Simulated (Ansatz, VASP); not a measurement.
## CaH4 in VASP and in Ansatz

```
Ca H
1.0
     4.16798    0.00000    0.00000
     0.00000    4.16798    0.00000
     0.00000    0.00000    4.16798
Ca H
1 4
Direct
  0.00000 0.00000 0.00000
  0.50000 0.00000 0.00000
  0.00000 0.50000 0.00000
  0.00000 0.00000 0.50000
  0.50000 0.50000 0.50000
```

Alike in both runs: task relaxation of cell and atoms; functional BLYP; k mesh 5 × 5 × 5; occupations fermi-dirac, width 0.05 eV; no spin polarisation.

|  | VASP | Ansatz |
| --- | --- | --- |
| version | VASP 6.6.1 | Ansatz 0.2.0 |
| potentials or method | VASP PAW PBE potentials, release 64 (Ca_sv, H) | Ansatz PAW |
| plane-wave cutoff (eV) | 600 | 420 |
| valence electrons in the cell | 14 | 14 |

|  | VASP | Ansatz | Ansatz less VASP |
| --- | --- | --- | --- |
| gap on the k mesh at the Fermi level, each at its own relaxed structure (eV) | none | none | - |
| relaxed volume (Å³/atom) | 15.37 | 15.28 | -0.092 |
| relaxed length of the cell vector where the two differ most in proportion (Å) | 4.252 | 4.243 | -0.0085 |

VASP's potentials were made for PBE, not for BLYP. A gap of «none» marks a metal or a gap that the smearing closes.

Noted on Ansatz's run: the plane-wave basis is chosen anew once the cell has moved, so the energies of steps on either side of that aren't comparable.
